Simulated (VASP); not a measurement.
# Ge (P6_3/mmc) in VASP: further runs, part 3 of 3

VASP 6.6.1. Earlier steps stand in the parts before.

### 7 Relaxation of cell and atoms, PBEsol

This run uses another cell than the first one, of 23.87 Å³/atom, 1.076 times its volume.

File INCAR:

```
SYSTEM = Ge
ALGO = Normal ; EDIFF = 1E-6
EDIFFG = -0.005 ; ENCUT = 600
GGA = PS ; IBRION = 2
ISIF = 3 ; ISMEAR = -1
LASPH = .True. ; LCHARG = .False.
LREAL = .False. ; LWAVE = .False.
NELM = 80 ; NSW = 80
PREC = Accurate ; SIGMA = 0.02
```

File KPOINTS:

```
k-points
0
Gamma
  6 6 4
  0 0 0
```

File POSCAR:

```
Ge
1.0
    4.0584087520      0.0000000000      0.0000000000
   -2.0292043760      3.5146850782      0.0000000000
    0.0000000000      0.0000000000      6.6929896250
Ge
4
Direct
    0.3333333333      0.6666666667      0.0003197446
    0.6666666667      0.3333333333      0.5003197446
    0.3333333333      0.6666666667      0.3746802554
    0.6666666667      0.3333333333      0.8746802554
```

Potentials or basis: VASP PAW PBE potentials, release 64 (Ge_d).

Run with:

```sh
> cat potpaw_PBE.64/Ge_d/POTCAR > POTCAR
> mpirun -np 1 vasp_std > vasp.out
```

OUTCAR:

```text
SYSTEM = Ge
   EDIFF = 1E-6
   EDIFFG = -0.005
   ENCUT = 600
   GGA = PS
   IBRION = 2
   ISIF = 3
   ISMEAR = -1
   LASPH = .True.
   LREAL = .False.
   NELM = 80
   NSW = 80
   PREC = Accurate

 ion  position               nearest neighbor table
   1  0.333  0.667  0.000-   4 2.49   4 2.49   4 2.49   3 2.51
   2  0.667  0.333  0.500-   3 2.49   3 2.49   3 2.49   4 2.51
   3  0.333  0.667  0.375-   2 2.49   2 2.49   2 2.49   1 2.51
   4  0.667  0.333  0.875-   1 2.49   1 2.49   1 2.49   2 2.51

  LATTYP: Found a hexagonal cell.
 ALAT       =     4.0584087520
 C/A-ratio  =     1.6491659746

  Lattice vectors:

 A1 = (   4.0584087520,   0.0000000000,   0.0000000000)
 A2 = (  -2.0292043760,   3.5146850782,   0.0000000000)
 A3 = (   0.0000000000,   0.0000000000,   6.6929896250)

Analysis of symmetry for initial positions (statically):
=====================================================================
 Subroutine PRICEL returns:
 Original cell was already a primitive cell.

 Routine SETGRP: Setting up the symmetry group for a
 hexagonal supercell.

 Subroutine GETGRP returns: Found 24 space group operations
 (whereof  6 operations were pure point group operations)
 out of a pool of 24 trial point group operations.

The static configuration has the point symmetry C_3v.
 The point group associated with its full space group is D_6h.

Analysis of symmetry for dynamics (positions and initial velocities):
=====================================================================
 Subroutine PRICEL returns:
 Original cell was already a primitive cell.

 Routine SETGRP: Setting up the symmetry group for a
 hexagonal supercell.

 Subroutine GETGRP returns: Found 24 space group operations
 (whereof  6 operations were pure point group operations)
 out of a pool of 24 trial point group operations.

The dynamic configuration has the point symmetry C_3v.
 The point group associated with its full space group is D_6h.

 Subroutine INISYM returns: Found 24 space group operations
 (whereof  6 operations are pure point group operations),
 and found     1 'primitive' translations

----------------------------------------------------------------------------------------

                                     Primitive cell

  volume of cell :      95.4690

  direct lattice vectors                    reciprocal lattice vectors
     4.058408752  0.000000000  0.000000000     0.246401992  0.142260256  0.000000000
    -2.029204376  3.514685078  0.000000000     0.000000000  0.284520513  0.000000000
     0.000000000  0.000000000  6.692989625     0.000000000  0.000000000  0.149410063

  length of vectors
     4.058408752  4.058408752  6.692989625     0.284520513  0.284520513  0.149410063

  position of ions in fractional coordinates (direct lattice)
     0.333333333  0.666666667  0.000319745
     0.666666667  0.333333333  0.500319745
     0.333333333  0.666666667  0.374680255
     0.666666667  0.333333333  0.874680255

  ion indices of the primitive-cell ions
   primitive index   ion index
                 1           1
                 2           2
                 3           3
                 4           4

----------------------------------------------------------------------------------------

 KPOINTS: k-points

Automatic generation of k-mesh.
 Grid dimensions read from file:
 generate k-points for:    6    6    4

 Generating k-lattice:

  Cartesian coordinates                     Fractional coordinates (reciprocal lattice)
     0.041066999  0.023710043  0.000000000     0.166666667  0.000000000  0.000000000
     0.000000000  0.047420085  0.000000000     0.000000000  0.166666667  0.000000000
     0.000000000  0.000000000  0.037352516     0.000000000  0.000000000  0.250000000

  Length of vectors
     0.047420085  0.047420085  0.037352516

  Shift w.r.t. Gamma in fractional coordinates (k-lattice)
     0.000000000  0.000000000  0.000000000

 Subroutine IBZKPT returns following result:
 ===========================================

 Found     21 irreducible k-points:

 Following reciprocal coordinates:
            Coordinates               Weight
  0.000000  0.000000  0.000000      1.000000
  0.166667 -0.000000  0.000000      6.000000
  0.333333  0.000000  0.000000      6.000000
  0.500000  0.000000  0.000000      3.000000
  0.166667  0.166667  0.000000      6.000000
  0.333333  0.166667  0.000000     12.000000
[... 13 lines left out ...]
  0.333333  0.166667  0.500000     12.000000
  0.333333  0.333333  0.500000      2.000000
   k-points           NKPTS =     21   k-points in BZ     NKDIM =     21   number of bands    NBANDS=     33
   number of dos      NEDOS =    301   number of ions     NIONS =      4
   total plane-waves  NPLWV =  55296
   dimension x,y,z NGX =    32 NGY =   32 NGZ =   54
   dimension x,y,z NGXF=    64 NGYF=   64 NGZF=  108
   ions per type =               4
   NGX,Y,Z   is equivalent  to a cutoff of  13.11, 13.11, 13.41 a.u.
   NGXF,Y,Z  is equivalent  to a cutoff of  26.22, 26.22, 26.83 a.u.
 SYSTEM =  Ge
   PREC   = accura    normal or accurate (medium, high low for compatibility)
   ISTART =      0    job   : 0-new  1-cont  2-samecut
   ICHARG =      2    charge: 1-file 2-atom 10-const
   ISPIN  =      1    spin polarized calculation?
   LNONCOLLINEAR =      F non collinear calculations
   LSORBIT =      F    spin-orbit coupling
   LASPH  =      T    aspherical Exc in radial PAW
   ENCUT  =  600.0 eV  44.10 Ry    6.64 a.u.   8.11  8.11 13.37*2*pi/ulx,y,z
   NELM   =     80;   NELMIN=  2; NELMDL= -5     # of ELM steps
   EDIFF  = 0.1E-05   stopping-criterion for ELM
   LREAL  =      F    real-space projection
   EDIFFG = -.5E-02   stopping-criterion for IOM
   NSW    =     80    number of steps for IOM
   IBRION =      2    ionic relax: 0-MD 1-quasi-New 2-CG
   NFREE  =      1    steps in history (QN), initial steepest desc. (CG)
   ISIF   =      3    stress and relaxation
   ISYM   =      2    0-nonsym 1-usesym 2-fastsym
   POTIM  = 0.5000    time-step for ionic-motion
   TEBEG  =    0.0;   TEEND  =   0.0 temperature during run
   PSTRESS=    0.0 pullay stress
   NELECT =      56.0000    total number of electrons
   NUPDOWN=      -1.0000    fix difference up-down
   EMIN   =  10.00;   EMAX   =-10.00  energy-range for DOS
   EFERMI =   0.00;   METHOD = LEGACY
   ISMEAR =    -1;   SIGMA  =   0.02  broadening in eV -4-tet -1-fermi 0-gaus
   EFERMI_NEDOS =   21; number of points for ismear=-14 and -15
   IALGO  =     38    algorithm
   IMIX   =      4    mixing-type and parameters
     AMIX     =   0.40;   BMIX     =  1.00
     AMIX_MAG =   1.60;   BMIX_MAG =  1.00
  volume/ion in A,a.u.               =      23.87       161.06
  Fermi-wavevector in a.u.,A,eV,Ry     =   1.370409  2.589697 25.552007  1.878020
  Thomas-Fermi vector in A             =   2.496197
   LORBIT       =      0    0 simple, 1 ext, 2 COOP (PROOUT), +10 PAW based schemes
   GGA     = PS    functional components
   LHFCALC =     F    Hartree Fock is set to
   AEXX    =    0.0000 exact exchange contribution
   IVDW    =     0    specifies the selected vdW correction
   LEPSILON=     F    determine dielectric tensor
   LRPA    =     F    only Hartree local field effects (RPA)
 conjugate gradient relaxation of ions
 non-spin polarized calculation
  energy-cutoff  :      600.00
  volume of cell :       95.47
 maximum number of plane-waves:      3216
   NGX = 17   NGY = 17   NGZ = 27

--------------------------------------- Ionic step        1  -------------------------------------------

 number of electron      55.9999999 magnetization

 Free energy of the ion-electron system (eV)
  ---------------------------------------------------
  ext. energy  EPLUGINS =         0.00000000
  ---------------------------------------------------
  free energy    TOTEN  =       -19.60897045 eV

  energy without entropy =      -19.60865532  energy(sigma->0) =      -19.60881288

 E-fermi :   4.3040     XC(G=0):  -9.8716

 val. band max:        4.2721736083   @ k =   0.0000   0.0000   0.0000
 cond. band min:       4.3503111097   @ k =   0.0000   0.0000   0.2500
 fundamental gap:      0.0781375014
 Fermi energy:         4.3040066441

 k-point     1 :       0.0000    0.0000    0.0000
  band No.  band energies     occupation
      1     -20.3605      2.00000
      2     -20.3605      2.00000
      3     -20.3283      2.00000
      4     -20.3265      2.00000
      5     -20.3265      2.00000
      6     -20.3157      2.00000
[... 852 lines left out ...]
  FREE ENERGIE OF THE ION-ELECTRON SYSTEM (eV)
  ---------------------------------------------------
  free  energy   TOTEN  =       -19.6448691748 eV

  energy  without entropy=      -19.6444577504  energy(sigma->0) =      -19.64466346

[... ionic steps 4 to 10 ...]

--------------------------------------- Ionic step       11  -------------------------------------------

 number of electron      55.9999979 magnetization

------------------------ aborting loop because EDIFF is reached ----------------------------------------
[... 71 lines left out ...]
--------------------------------------- Ionic step       13  -------------------------------------------

 number of electron      55.9999979 magnetization

 Free energy of the ion-electron system (eV)
  ---------------------------------------------------
  ext. energy  EPLUGINS =         0.00000000
  ---------------------------------------------------
  free energy    TOTEN  =       -19.64491290 eV

  energy without entropy =      -19.64442936  energy(sigma->0) =      -19.64467113

 E-fermi :   4.8125     XC(G=0): -10.0790

 val. band max:        4.8055332868   @ k =   0.0000   0.0000   0.0000
 cond. band min:       4.8393428787   @ k =   0.0000   0.0000   0.2500
 fundamental gap:      0.0338095919
 Fermi energy:         4.8124929663

 k-point     1 :       0.0000    0.0000    0.0000
  band No.  band energies     occupation
      1     -20.0058      2.00000
      2     -20.0058      2.00000
      3     -19.9724      2.00000
      4     -19.9670      2.00000
      5     -19.9670      2.00000
      6     -19.9569      2.00000
[... 776 lines left out ...]
  FREE ENERGIE OF THE ION-ELECTRON SYSTEM (eV)
  ---------------------------------------------------
  free  energy   TOTEN  =       -19.6449128957 eV

  energy  without entropy=      -19.6444293599  energy(sigma->0) =      -19.64467113

 reached required accuracy - stopping structural energy minimisation
```

CONTCAR:

```text
Ge
   1.00000000000000
     4.0048757157097601   -0.0000000000000000   -0.0000000000000000
    -2.0024378578548800    3.4683241088298713    0.0000000000000000
    -0.0000000000000000   -0.0000000000000000    6.5765055620963349
  Ge
     4
Direct
     0.3333333332999970    0.6666666667000030    0.0001349269932765
     0.6666666667000030    0.3333333332999970    0.5001349269932768
     0.3333333332999970    0.6666666667000030    0.3748650730067235
     0.6666666667000030    0.3333333332999970    0.8748650730067232

  0.00000000E+00  0.00000000E+00  0.00000000E+00
  0.00000000E+00  0.00000000E+00  0.00000000E+00
  0.00000000E+00  0.00000000E+00  0.00000000E+00
  0.00000000E+00  0.00000000E+00  0.00000000E+00
```

Run time: 5.3 min. Hardware: 1 thread of Intel Xeon 6975P-C, shared host; peak memory 0.25 GiB.

Results:

```yaml
Free_energy: -19.6449 eV
Relaxed_volume: 22.84 Å³/atom
Relaxed_cell: a = 4.005 Å, b = 4.005 Å, c = 6.577 Å, α = 90.00°, β = 90.00°, γ = 120.00°
Space_group_after_relaxing_to_0.05_Å: P6_3/mmc (No. 194)
Energy_gained_by_relaxing: 9.0 meV/atom
Ionic_steps: 13
Pressure_after_relaxing: 0.0 GPa
Largest_force_after_relaxing: 0.003 eV/Å
Band_gap_on_the_k_mesh: 0.03 eV, indirect (least direct gap 0.14 eV)
```

Forces in eV/Å, atoms in the order of the input:
```
Ge   0.000  0.000 -0.003
Ge   0.000  0.000 -0.003
Ge   0.000  0.000  0.003
Ge   0.000  0.000  0.003
```

The path:
```tsv
step	energy change (eV)	largest force (eV/Å)	pressure (GPa)	volume (Å³)
1	0.0000	0.0097	-2.69	95.47
2	-0.0325	0.0231	0.90	90.04
3	-0.0359	0.0089	0.12	91.30
4	-0.0359	0.0067	-0.10	91.46
5	-0.0359	0.0067	0.01	91.38
6	-0.0359	0.0066	-0.06	91.39
7	-0.0359	0.0068	-0.07	91.39
8	-0.0359	0.0065	-0.01	91.37
9	-0.0359	0.0059	-0.01	91.36
10	-0.0359	0.0049	0.05	91.35
11	-0.0359	0.0070	-0.09	91.36
12	-0.0359	0.0053	-0.01	91.35
13	-0.0359	0.0032	0.00	91.35
```

Final structure:
```yaml
crystal:
  lattice:
    - [4.00488, 0.00000, 0.00000]
    - [-2.00244, 3.46832, 0.00000]
    - [0.00000, 0.00000, 6.57651]
  atoms:
    - { symbol: Ge, position: [0.33333, 0.66667, 0.00013] }
    - { symbol: Ge, position: [0.66667, 0.33333, 0.50013] }
    - { symbol: Ge, position: [0.33333, 0.66667, 0.37487] }
    - { symbol: Ge, position: [0.66667, 0.33333, 0.87487] }
```

Levels at points of the mesh, in eV from the valence-band top:
```tsv
k point	band 25	band 26	band 27	band 28	band 29	band 30	band 31	band 32
(0.00, 0.00, 0.00)	-1.49	-0.17	-0.11	0.00	0.14	0.14	2.24	2.24
(0.50, 0.00, 0.00)	-4.58	-3.07	-2.81	-1.42	0.46	1.64	3.54	3.70
(0.00, 0.00, 0.50)	-0.85	-0.85	-0.85	-0.85	0.62	0.62	3.35	3.35
(0.50, 0.00, 0.50)	-2.51	-2.51	-2.40	-2.40	0.50	0.50	2.09	2.09
```

Caveat: the PAW data sets were made with another functional, which shifts forces and pressure a little.

### 8 Overview

```csv
task,level,potentials or basis,cell,k mesh,cutoff (eV),gap on the mesh (eV),pressure (GPa)
single point,LDA,"VASP PAW LDA potentials, release 64 (Ge_d)","a = 3.968, b = 3.968, c = 6.505 Å, angles 90.0, 90.0, 120.0°, 4 atoms",6 × 6 × 4,520,none,0.2
single point,PBEsol,"VASP PAW PBE potentials, release 64 (Ge_d)","a = 4.005, b = 4.005, c = 6.579 Å, angles 90.0, 90.0, 120.0°, 4 atoms",6 × 6 × 4,520,0.04,-0.1
single point,r2SCAN,"VASP PAW PBE potentials, release 64 (Ge_d)","a = 3.998, b = 3.998, c = 6.593 Å, angles 90.0, 90.0, 120.0°, 4 atoms",6 × 6 × 4,520,0.06,0.1
single point,PBE,"VASP PAW PBE potentials, release 64 (Ge_d)","a = 3.998, b = 3.998, c = 6.593 Å, angles 90.0, 90.0, 120.0°, 4 atoms",12 × 12 × 4,520,0.11,2.9
single point,PBE,"VASP PAW PBE potentials, release 64 (Ge_d)","a = 4.058, b = 4.058, c = 6.693 Å, angles 90.0, 90.0, 120.0°, 4 atoms",12 × 12 × 4,520,0.04,-0.1
relaxation of cell and atoms,PBEsol,"VASP PAW PBE potentials, release 64 (Ge_d)","relaxed from a = 4.058, b = 4.058, c = 6.693 Å, angles 90.0, 90.0, 120.0°, 4 atoms",6 × 6 × 4,600,0.03,0.0
```

Alike in all rows: no spin polarisation; smearing fermi-dirac 0.02 eV.

Caveats: the PAW data sets were made with another functional, which shifts forces and pressure a little (some runs).

Absolute energies hang on the potentials; compare differences alone.
